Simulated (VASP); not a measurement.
**HfO2: single point with PBEsol**

HfO2:

```
CELL_PARAMETERS angstrom
3.25221 0.00000 0.00000
-1.62611 2.81650 0.00000
0.00000 0.00000 5.60170
ATOMIC_POSITIONS crystal
Hf 0.00000 0.00000 0.00000
O 0.33333 0.66667 0.17312
O 0.66667 0.33333 0.82688
```

* Program: VASP 6.6.1
* Task: single point
* Functional: PBEsol
* Potentials or basis: VASP PAW PBE potentials, release 64 (Hf_pv, O)
* Cutoff: 520 eV
* k mesh: 12 × 12 × 6
* Occupations: gaussian, width 0.05 eV
* Spin: no spin polarisation
* Dipole correction: no
* Further INCAR settings: ALGO = Normal; EDIFF = 1e-06; NBANDS = 18

* Pressure: -6.1 GPa
* Largest force: 0.531 eV/Å
* Band gap on the k mesh: 4.70 eV (least direct gap 4.93 eV)

Forces on the atoms (eV/Å):
```
Hf   0.000  0.000  0.000
O    0.000  0.000 -0.531
O    0.000  0.000  0.531
```

Stress tensor (GPa, compression positive):
```
-7.50  0.00  0.00
 0.00 -7.50  0.00
 0.00  0.00 -3.39
```

Levels at points of the mesh, in eV from the valence-band top:
```
           k point  band 7  band 8  band 9  band 10  band 11  band 12  band 13  band 14  band 15  band 16
(0.00, 0.00, 0.00)   -3.60   -3.34   -0.45    -0.28    -0.28     5.02     5.02     5.13     7.58     9.90
(0.50, 0.00, 0.00)   -2.54   -1.81   -1.33    -1.03    -0.52     4.70     5.86     7.01     9.71    10.37
(0.00, 0.00, 0.50)   -3.60   -3.11   -0.86    -0.29    -0.29     5.00     5.00     5.79     7.74     8.53
(0.50, 0.00, 0.50)   -2.55   -1.90   -1.27    -1.01    -0.36     4.77     5.99     7.00     9.52    10.26
```

Run time: 89 s on 1 thread of AMD EPYC 7R13 (shared host), peak memory 0.2 GiB.

Caveat: the cell stands under tension; the PAW data sets were made with another functional, which shifts forces and pressure a little; spin-orbit coupling is left out, which moves the levels of the heavy elements. A k mesh can miss the band edges.
